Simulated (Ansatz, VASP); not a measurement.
Two plane-wave programs on Au

```xyz
1
Lattice="0.0000 2.0241 2.0241 2.0241 0.0000 2.0241 2.0241 2.0241 0.0000" Properties=species:S:1:pos:R:3 pbc="T T T"
Au    0.0000    0.0000    0.0000
```

Alike in both runs: functional LDA; k mesh 14 × 14 × 14; occupations fermi-dirac, width 0.15 eV; no spin polarisation.

Ansatz relaxed the structure, and its values are those at the end. VASP's run is a single point on that final structure, the one shown.

|  | VASP | Ansatz |
| --- | --- | --- |
| version | VASP 6.6.1 | Ansatz 0.2.0 |
| potentials or method | VASP PAW LDA potentials, release 64 (Au), cutoff 520 eV | scalar-relativistic, plane waves, PAW |
| valence electrons in the cell | 11 | 19 |

```tsv
	VASP	Ansatz	Ansatz less VASP
gap on the k mesh at the Fermi level (eV)	none	none	-
pressure (GPa)	0.5	0.0	-0.49
```

Ansatz warns that its potentials were made for another functional, while VASP's fit it. LDA's correlation is that of Perdew and Zunger in VASP and of Perdew and Wang (1992) in Ansatz. A gap of «none» marks a metal or a gap that the smearing closes. VASP's potentials hold 11 valence electrons a cell and Ansatz's 19, so a difference there can come from the potentials and not from the codes.

Neither program's run includes spin-orbit coupling.
